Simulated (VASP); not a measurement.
# ZnRe (P-6m2) in VASP: notebook, part 2 of 2

VASP 6.6.1. Earlier steps stand in the parts before.

## (3) Single point, PBE

The input, INCAR:

```
SYSTEM = ZnRe
  PREC = Accurate
  ENCUT = 520
  EDIFF = 1E-6
  ISMEAR = -1
  SIGMA = 0.05
  LREAL = .False.
  LASPH = .True.
  NELM = 80
  ALGO = Normal
  ISIF = 2
  LWAVE = .False.
  LCHARG = .False.
  GGA = PE
  NBANDS = 16
```

The input, KPOINTS:

```
Automatic mesh
0
Gamma
  11 11 6
  0 0 0
```

The input, POSCAR:

```
ZnRe
1.0
    2.7482183437      0.0000000000      0.0000000000
   -1.3741091718      2.3800269008      0.0000000000
    0.0000000000      0.0000000000      4.4940660000
Re Zn
1 1
Direct
    0.3333333333      0.6666666667      0.5000000000
    0.0000000000      0.0000000000      0.0000000000
```

Potentials or basis: VASP PAW PBE potentials, release 64 (Re, Zn).

The run is started by

```console
cat potpaw_PBE.64/Re/POTCAR potpaw_PBE.64/Zn/POTCAR > POTCAR
mpirun -np 1 vasp_std > vasp.out
```

Run time: 51 s. Hardware: 1 thread of Intel Xeon 6975P-C, shared host; peak memory 0.16 GiB.

It converged, with:

* Free energy: -13.0557 eV
* Pressure: -1.5 GPa

Stress tensor (GPa, compression positive):
```
-1.58  0.00  0.00
 0.00 -1.58  0.00
 0.00  0.00 -1.35
```

Levels at points of the mesh, in eV from the Fermi level:
```
           k point  band 7  band 8  band 9  band 10  band 11  band 12  band 13  band 14
(0.00, 0.00, 0.00)   -5.01   -1.55   -1.22    -1.22     1.70     1.70     4.72    14.73
(0.00, 0.00, 0.50)   -6.93   -3.12   -1.13    -1.13     1.64     1.64     9.51    14.08
```

Caveat: spin-orbit coupling is left out, which moves the levels of the heavy elements.

## (4) Single point, PBE, non-collinear spin, zero start, spin-orbit coupling

The input, INCAR:

```
  PREC = Accurate
  ENCUT = 520
  EDIFF = 1E-6
  ISMEAR = -1
  SIGMA = 0.05
  LREAL = False
  LASPH = True
  NELM = 150
  ALGO = Normal
  ISIF = 2
  LWAVE = False
  LCHARG = False
  MAGMOM = 0 0 0 0 0 0
  LORBIT = 11
  LSORBIT = True
  GGA_COMPAT = False
  LORBMOM = True
  LMAXMIX = 4
  GGA = PE
  NBANDS = 31
```

The input, KPOINTS:

```
regular mesh
0
Gamma
  11 11 6
```

POSCAR is that of step 3.

Potentials or basis: VASP PAW PBE potentials, release 64 (Re, Zn).

The run is started by

```console
cat potpaw_PBE.64/Re/POTCAR potpaw_PBE.64/Zn/POTCAR > POTCAR
mpirun -np 1 vasp_ncl > vasp.out
```

OUTCAR:

```text
PREC = Accurate
   ENCUT = 520
   EDIFF = 1E-6
   ISMEAR = -1
   LREAL = False
   LASPH = True
   NELM = 150
   ISIF = 2
   LORBIT = 11
   LSORBIT = True
   GGA = PE

 ion  position               nearest neighbor table
   1  0.333  0.667  0.500-   2 2.75   2 2.75   2 2.75   2 2.75   2 2.75   2 2.75
   2  0.000  0.000  0.000-   1 2.75   1 2.75   1 2.75   1 2.75   1 2.75   1 2.75

  LATTYP: Found a hexagonal cell.
 ALAT       =     2.7482183437
 C/A-ratio  =     1.6352652657

  Lattice vectors:

 A1 = (   2.7482183437,   0.0000000000,   0.0000000000)
 A2 = (  -1.3741091718,   2.3800269008,   0.0000000000)
 A3 = (   0.0000000000,   0.0000000000,   4.4940660000)

Analysis of symmetry for initial positions (statically):
=====================================================================
 Subroutine PRICEL returns:
 Original cell was already a primitive cell.

 Routine SETGRP: Setting up the symmetry group for a
 hexagonal supercell.

 Subroutine GETGRP returns: Found 12 space group operations
 (whereof 12 operations were pure point group operations)
[... 1080 lines left out ...]
     0.0000000     0.0000000     0.0000000     0.0000000     0.0000000     0.0000000     0.0000000
     0.0000000     0.0000000     0.0000000     0.0000000     0.0000000     0.0000000     0.0000000
     0.0000000     0.0000000     0.0000000     0.0000000     0.0000000     0.0000000     0.0000000
     0.0000000     0.0000000     0.0000000     0.0000000     0.0000000     0.0000000     0.0000000
     0.0000000     0.0000000     0.0000000     0.0000000     0.0000000     0.0000000     0.0000000

 Ion:    2  E_soc:     -0.0094309
 l=   1
     0.0000000    -0.0010955    -0.0004768
    -0.0010955     0.0000000    -0.0010955
    -0.0004768    -0.0010955     0.0000000
 l=   2
     0.0000000    -0.0001298     0.0000000    -0.0001298    -0.0007700
    -0.0001298     0.0000000    -0.0003065    -0.0001454    -0.0001298
     0.0000000    -0.0003065     0.0000000    -0.0003065     0.0000000
    -0.0001298    -0.0001454    -0.0003065     0.0000000    -0.0001298
    -0.0007700    -0.0001298     0.0000000    -0.0001298     0.0000000
 l=   3
     0.0000000     0.0000000     0.0000000     0.0000000     0.0000000     0.0000000     0.0000000
     0.0000000     0.0000000     0.0000000     0.0000000     0.0000000     0.0000000     0.0000000
     0.0000000     0.0000000     0.0000000     0.0000000     0.0000000     0.0000000     0.0000000
     0.0000000     0.0000000     0.0000000     0.0000000     0.0000000     0.0000000     0.0000000
     0.0000000     0.0000000     0.0000000     0.0000000     0.0000000     0.0000000     0.0000000
     0.0000000     0.0000000     0.0000000     0.0000000     0.0000000     0.0000000     0.0000000
     0.0000000     0.0000000     0.0000000     0.0000000     0.0000000     0.0000000     0.0000000

 total charge

# of ion       s       p       d       tot
------------------------------------------
    1        0.579   0.604   4.703   5.887
    2        0.597   0.544   9.744  10.886
--------------------------------------------------
tot          1.177   1.149  14.447  16.773

 magnetization (x)

# of ion       s       p       d       tot
------------------------------------------
    1        0.000   0.000  -0.000  -0.000
    2        0.000  -0.000   0.000   0.000
--------------------------------------------------
tot          0.000   0.000  -0.000  -0.000

 magnetization (y)

# of ion       s       p       d       tot
------------------------------------------
    1        0.000   0.000   0.000   0.000
    2        0.000  -0.000   0.000  -0.000
--------------------------------------------------
tot          0.000  -0.000   0.000  -0.000

 magnetization (z)

# of ion       s       p       d       tot
------------------------------------------
    1        0.000  -0.000  -0.000  -0.000
    2       -0.000  -0.000   0.000  -0.000
--------------------------------------------------
tot         -0.000  -0.000  -0.000  -0.000
```

OSZICAR:

```text
N       E                     dE             d eps       ncg     rms          rms(c)
DAV:   1     0.109613411235E+03    0.10961E+03   -0.90260E+03 11740   0.178E+03
DAV:   2    -0.486389316737E+01   -0.11448E+03   -0.10574E+03 10379   0.548E+02
DAV:   3    -0.140919436277E+02   -0.92281E+01   -0.90605E+01 10330   0.128E+02
DAV:   4    -0.142461120598E+02   -0.15417E+00   -0.15398E+00  9434   0.136E+01
DAV:   5    -0.142491621697E+02   -0.30501E-02   -0.30473E-02 10126   0.289E+00    0.270E+01
DAV:   6    -0.135713740460E+02    0.67779E+00   -0.10843E+00 10770   0.313E+01    0.125E+01
DAV:   7    -0.134232244659E+02    0.14815E+00   -0.38849E-01 12392   0.133E+01    0.570E+00
DAV:   8    -0.133974331480E+02    0.25791E-01   -0.36666E-02 11514   0.365E+00    0.800E-01
DAV:   9    -0.133935222365E+02    0.39109E-02   -0.53794E-03 12692   0.144E+00    0.334E-01
DAV:  10    -0.133930219941E+02    0.50024E-03   -0.18678E-03 10508   0.944E-01    0.128E-01
DAV:  11    -0.133929686221E+02    0.53372E-04   -0.17644E-04 11790   0.332E-01    0.356E-02
DAV:  12    -0.133929721298E+02   -0.35077E-05   -0.29368E-05  9324   0.600E-02    0.103E-02
DAV:  13    -0.133929722017E+02   -0.71931E-07   -0.74610E-07  5404   0.228E-02
   1 F= -.13392972E+02 E0= -.13386111E+02  d E =-.137224E-01  mag=     0.0000    -0.0000     0.0000
```

Run time: 5.9 min. Hardware: 1 thread of Intel Xeon 6975P-C, shared host; peak memory 0.3 GiB.

What came out:

| Property | Result |
| --- | --- |
| Free energy | -13.3930 eV |
| Pressure | -1.1 GPa |
| Net moment | 0.00 μB per cell |
| Valence electrons inside the program's atomic spheres | Re 5.89; Zn 10.89 |

Moments on the atoms (μB; x, y, z):
```
Re  0.00 0.00 0.00
Zn  0.00 0.00 0.00
```

## (5) Single point, PBE+D4

This run uses another cell than the first one, of 14.22 Å³/atom, 0.967 times its volume.

The input, INCAR:

```
SYSTEM = ZnRe
PREC = Accurate
ENCUT = 500
EDIFF = 1E-6
ISMEAR = -1
SIGMA = 0.05
LREAL = .FALSE.
LASPH = .TRUE.
NELM = 120
ALGO = Normal
ISIF = 2
LWAVE = .FALSE.
LCHARG = .TRUE.
GGA = PE
IVDW = 13
LELF = .TRUE.
LVHAR = .TRUE.
NBANDS = 20
GGA_COMPAT = .FALSE.
```

The input, KPOINTS:

```
regular mesh
0
G
  11 11 6
  0 0 0
```

The input, POSCAR:

```
ZnRe
1.0
    2.7250030138      0.0000000000      0.0000000000
   -1.3625015069      2.3599218354      0.0000000000
    0.0000000000      0.0000000000      4.4218204280
Re Zn
1 1
Direct
    0.3333333333      0.6666666667      0.5000000000
    0.0000000000      0.0000000000      0.0000000000
```

Potentials or basis: VASP PAW PBE potentials, release 64 (Re_sv_GW, Zn).

The run is started by

```console
cat potpaw_PBE.64/Re_sv_GW/POTCAR potpaw_PBE.64/Zn/POTCAR > POTCAR
mpirun -np 1 vasp_std > vasp.out
```

Run time: 14 s. Hardware: 1 thread of Intel Xeon 6975P-C (Granite Rapids), shared host; peak memory 0.17 GiB.

It converged, with:

* Free energy: -15.7515 eV
* Pressure: -0.9 GPa
* Dispersion energy per atom: -0.546 eV

Stress tensor (GPa, compression positive):
```
-0.97  0.00  0.00
 0.00 -0.97  0.00
 0.00  0.00 -0.63
```

Levels at points of the mesh, in eV from the Fermi level:
```tsv
k point	band 10	band 11	band 12	band 13	band 14	band 15	band 16	band 17	band 18	band 19
(0.00, 0.00, 0.00)	-7.02	-5.10	-1.56	-1.28	-1.28	1.79	1.79	5.13	14.03	17.35
(0.00, 0.00, 0.50)	-7.03	-7.03	-3.21	-1.18	-1.18	1.71	1.71	9.70	13.91	15.03
```

Caveat: spin-orbit coupling is left out, which moves the levels of the heavy elements; pairwise dispersion overbinds metals, which lowers pressure and volume.

## (6) Single point, PBE

This run uses another cell than the first one, of 14.59 Å³/atom, 0.993 times its volume.

The input, INCAR:

```
SYSTEM = ZnRe
PREC = Accurate ; ENCUT = 500
EDIFF = 1E-6 ; ISMEAR = -1
SIGMA = 0.05 ; LREAL = .False.
LASPH = .True. ; NELM = 120
ALGO = Normal ; ISIF = 2
LWAVE = .False. ; LCHARG = .False.
GGA = PE ; NBANDS = 20
GGA_COMPAT = .False.
```

The input, KPOINTS:

```
regular mesh
0
Gamma
  11 11 6
  0 0 0
```

The input, POSCAR:

```
ZnRe
1.0
    2.7433521705      0.0000000000      0.0000000000
   -1.3716760852      2.3758126712      0.0000000000
    0.0000000000      0.0000000000      4.4778028480
Re Zn
1 1
Direct
    0.3333333333      0.6666666667      0.5000000000
    0.0000000000      0.0000000000      0.0000000000
```

Potentials or basis: VASP PAW PBE potentials, release 64 (Re_sv_GW, Zn).

The run is started by

```console
cat potpaw_PBE.64/Re_sv_GW/POTCAR potpaw_PBE.64/Zn/POTCAR > POTCAR
mpirun -np 1 vasp_std > vasp.out
```

Wall time 21 s (1 thread of Intel Xeon Platinum 8375C at 2.90GHz (Ice Lake), shared host); peak memory 0.17 GiB.

It converged, with:

* Free energy: -14.6754 eV
* Pressure: -0.8 GPa

Stress tensor (GPa, compression positive):
```
-0.94  0.00  0.00
 0.00 -0.94  0.00
 0.00  0.00 -0.66
```

Levels at points of the mesh, in eV from the Fermi level:
```csv
k point,band 11,band 12,band 13,band 14,band 15,band 16,band 17,band 18
"(0.00, 0.00, 0.00)",-5.03,-1.56,-1.23,-1.23,1.74,1.74,4.83,14.01
"(0.00, 0.00, 0.50)",-6.96,-3.14,-1.14,-1.14,1.67,1.67,9.45,13.82
```

Caveat: spin-orbit coupling is left out, which moves the levels of the heavy elements.

## (7) Overview

| task | level | potentials or basis | spin | cell | cutoff (eV) | second run | gap on the mesh (eV) | pressure (GPa) |
| --- | --- | --- | --- | --- | --- | --- | --- | --- |
| relaxation of cell and atoms | PBE+D4 | VASP PAW PBE potentials, release 64 (Re, Zn) | off | relaxed from a = 2.748, b = 2.748, c = 4.494 Å, angles 90.0, 90.0, 120.0°, 2 atoms | 600 | - | none | 0.0 |
| single point | PBE | VASP PAW PBE potentials, release 64 (Re, Zn) | off | a = 2.748, b = 2.748, c = 4.494 Å, angles 90.0, 90.0, 120.0°, 2 atoms | 520 | - | none | -1.5 |
| single point | PBE | VASP PAW PBE potentials, release 64 (Re, Zn) | non-collinear, zero start, SOC | a = 2.748, b = 2.748, c = 4.494 Å, angles 90.0, 90.0, 120.0°, 2 atoms | 520 | - | - | -1.1 |
| single point | PBE+D4 | VASP PAW PBE potentials, release 64 (Re_sv_GW, Zn) | off | a = 2.725, b = 2.725, c = 4.422 Å, angles 90.0, 90.0, 120.0°, 2 atoms | 500 | valence_matched | none | -0.9 |
| single point | PBE | VASP PAW PBE potentials, release 64 (Re_sv_GW, Zn) | off | a = 2.743, b = 2.743, c = 4.478 Å, angles 90.0, 90.0, 120.0°, 2 atoms | 500 | valence_matched | none | -0.8 |

Alike in all rows: k mesh 11 × 11 × 6; smearing fermi-dirac 0.05 eV.

Caveats: spin-orbit coupling is left out, which moves the levels of the heavy elements (some runs); pairwise dispersion overbinds metals, which lowers pressure and volume (some runs).

Absolute energies hang on the potentials; compare differences alone.
